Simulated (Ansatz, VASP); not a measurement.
**InGa2O in VASP and in Ansatz**

```
In Ga O
1.0
     3.11050    0.00000    0.00000
     0.00000    3.11050    0.00000
     0.00000    0.00000    9.77995
In Ga O
1 2 1
Direct
  0.00000 0.00000 0.50000
  0.00000 0.00000 0.81726
  0.00000 0.00000 0.18274
  0.00000 0.00000 0.00000
```

Alike in both runs: functional PBE; k mesh 6 × 6 × 2; occupations gaussian, width 0.1 eV; no spin polarisation.

Ansatz relaxed the structure, and its values are those at the end. VASP's run is a single point on that final structure, the one shown.

```csv
,VASP,Ansatz
version,VASP 6.6.1,Ansatz 0.2.0
potentials or method,"VASP PAW PBE potentials, release 64 (In_d, Ga_d, O), cutoff 520 eV","scalar-relativistic, plane waves, PAW"
valence electrons in the cell,45,45
```

|  | VASP | Ansatz | Ansatz less VASP |
| --- | --- | --- | --- |
| gap on the k mesh at the Fermi level (eV) | none | none | - |
| pressure (GPa) | 0.2 | 0.2 | +0.01 |
| rms of the force components (eV/Å) | 0.007 | 0.002 | -0.0044 |

A gap of «none» marks a metal or a gap that the smearing closes.
